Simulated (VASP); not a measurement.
Wanted: the native input for a VASP 6.6.1 run.

| Quantity | Value |
| --- | --- |
| Task | single point |
| Functional | PBE |
| Potentials or basis | VASP PAW PBE potentials, release 64 (Rb_sv, Os) |
| Cutoff | 520 eV |
| k mesh | 6 × 6 × 4 |
| Occupations | gaussian, width 0.1 eV |
| Spin | no spin polarisation |
| Dipole correction | no |
| Further INCAR settings | ALGO = Normal; EDIFF = 1e-06; NBANDS = 16 |

The structure of RbOs lies in POSCAR:

```
RbOs
1.0
    4.4490254700      0.0000000000      0.0000000000
   -2.2245127400      3.8529690800      0.0000000000
    0.0000000000      0.0000000000      5.9904030400
Rb Os
1 1
Direct
    0.3333333300      0.6666666700      0.5000000000
    0.0000000000      0.0000000000      0.0000000000
```

The cell was built from a structure type or drawn by symmetry, and may not be a known phase.

These files were run (other wordings do the same):

INCAR

```
SYSTEM = RbOs
PREC = Accurate
ENCUT = 520
EDIFF = 1E-6
ISMEAR = 0
SIGMA = 0.1
LREAL = .FALSE.
LASPH = .TRUE.
NELM = 60
ALGO = Normal
ISIF = 2
LWAVE = .FALSE.
LCHARG = .FALSE.
GGA = PE
NBANDS = 16
```

KPOINTS

```
regular mesh
0
G
  6 6 4
  0 0 0
```

Potentials or basis: VASP PAW PBE potentials, release 64 (Rb_sv, Os).

Command:

```sh
$ cat potpaw_PBE.64/Rb_sv/POTCAR potpaw_PBE.64/Os/POTCAR > POTCAR
$ mpirun -np 1 vasp_std > vasp.out
```

It gave:

```yaml
Pressure: -4.2 GPa
Band_gap_on_the_k_mesh: zero (an odd number of electrons rules out a gap without spin polarisation)
```

Caveat: the cell stands under tension; spin-orbit coupling is left out, which moves the levels of the heavy elements.

Run time: 51 s on 1 thread of Intel Xeon 8259CL, with other jobs on the host, peak memory 0.25 GiB.
